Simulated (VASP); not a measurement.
Set up this calculation in VASP 6.6.1, as the native input.

```
Task                   : relaxation of cell and atoms
Functional             : LDA
Potentials or basis    : VASP PAW LDA potentials, release 64 (Al, Ga_d, N)
Cutoff                 : 600 eV
k mesh                 : 6 × 6 × 6
Occupations            : gaussian, width 0.01 eV
Spin                   : no spin polarisation
Dipole correction      : no
Further INCAR settings : ALGO = Normal; EDIFF = 1e-07; IBRION = 2; EDIFFG = -0.001; NSW = 80; ISIF = 3
```

The structure of AlGa3N4 lies in POSCAR:

```
AlGa3N4
1.0
    4.4270176746      0.0000000000      0.0000000000
    0.0000000000      4.4270176746      0.0000000000
    0.0000000000      0.0000000000      4.4270176746
Al Ga N
1 3 4
Direct
    0.0000000000      0.0000000000      0.0000000000
    0.5000000000      0.5000000000      0.0000000000
    0.5000000000      0.0000000000      0.5000000000
    0.0000000000      0.5000000000      0.5000000000
    0.7548139556      0.7548139556      0.2451860444
    0.7548139556      0.2451860444      0.7548139556
    0.2451860444      0.7548139556      0.7548139556
    0.2451860444      0.2451860444      0.2451860444
```

These files were run (other wordings do the same):

INCAR

```
SYSTEM = AlGa3N4
  PREC = Accurate
  ENCUT = 600
  EDIFF = 1E-7
  ISMEAR = 0
  SIGMA = 0.01
  LREAL = .False.
  LASPH = .True.
  NELM = 100
  ALGO = Normal
  ISIF = 3
  LWAVE = .False.
  LCHARG = .False.
  IBRION = 2
  NSW = 80
  EDIFFG = -0.001
```

KPOINTS

```
Automatic mesh
0
Gamma
  6 6 6
  0 0 0
```

Potentials or basis: VASP PAW LDA potentials, release 64 (Al, Ga_d, N).

The run is started by

```console
$ cat potpaw_LDA.64/Al/POTCAR potpaw_LDA.64/Ga_d/POTCAR potpaw_LDA.64/N/POTCAR > POTCAR
$ mpirun -np 1 vasp_std > vasp.out
```

It gave:

```json
{"Relaxed volume": "10.89 Å³/atom", "Relaxed cell": "a = 4.433 Å, b = 4.433 Å, c = 4.433 Å, α = 90.00°, β = 90.00°, γ = 90.00°", "Space group after relaxing (to 0.05 Å)": "P-43m (No. 215)", "Energy gained by relaxing": "0.1 meV/atom", "Ionic steps": "5", "Pressure after relaxing": "0.0 GPa", "Band gap on the k mesh": "2.54 eV, direct"}
```

Wall time 110 s on 1 thread of Intel(R) Xeon(R) 6975P-C (Granite Rapids), on a shared host, peak memory 0.21 GiB.
